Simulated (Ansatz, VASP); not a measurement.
**AlP in VASP and in Ansatz**

Contents of INCAR:

```
PREC = Accurate
ENCUT = 500
EDIFF = 1E-6
ISMEAR = 0
SIGMA = 0.1
LREAL = False
LASPH = True
NELM = 120
ALGO = Normal
ISIF = 2
LWAVE = False
LCHARG = False
GGA = PS
NBANDS = 11
GGA_COMPAT = False
```

File KPOINTS:

```
Automatic mesh
0
Gamma
  6 6 6
```

Contents of POSCAR:

```
AlP
1.0
    0.0000000000      2.7350000000      2.7350000000
    2.7350000000      0.0000000000      2.7350000000
    2.7350000000      2.7350000000      0.0000000000
Al P
1 1
Direct
    0.0000000000      0.0000000000      0.0000000000
    0.2500000000      0.2500000000      0.2500000000
```

Input for Ansatz:

```yaml
crystal:
  lattice:
    - [0.0, 2.735, 2.735]
    - [2.735, 0.0, 2.735]
    - [2.735, 2.735, 0.0]
  atoms:
    - { symbol: Al, position: [0.0, 0.0, 0.0] }
    - { symbol: P, position: [0.25, 0.25, 0.25] }
basis:
  ecutwfc: 420
kpoints:
  mp_grid: { grid: [6, 6, 6] }
hamiltonian:
  xc: pbesol
  pseudopotentials: { kind: paw, azcp: { folder: soft_1 } }
scf:
  occupations: { method: gaussian, width: 0.1 }
output:
  forces: true
  stress: true
  eigenvalues: true
```

Alike in both runs: task single point; functional PBEsol; k mesh 6 × 6 × 6; occupations gaussian, width 0.1 eV; no spin polarisation.

|  | VASP | Ansatz |
| --- | --- | --- |
| version | VASP 6.6.1 | Ansatz 0.2.0 |
| potentials or method | VASP PAW PBE potentials, release 64 (Al, P), cutoff 500 eV | scalar-relativistic, plane waves, PAW |
| valence electrons in the cell | 8 | 8 |

|  | VASP | Ansatz | Ansatz less VASP |
| --- | --- | --- | --- |
| gap on the k mesh at the Fermi level (eV) | 1.45 | 1.45 | +0.002 |
| least direct gap on the mesh (eV) | 3.16 | 3.15 | -0.006 |
| pressure (GPa) | 0.1 | 0.1 | -0.04 |

VASP's potentials were made for PBE, not for PBEsol, and Ansatz warns of the same on its side. With one functional, cell and mesh, what is left measures potentials, basis and numerics.
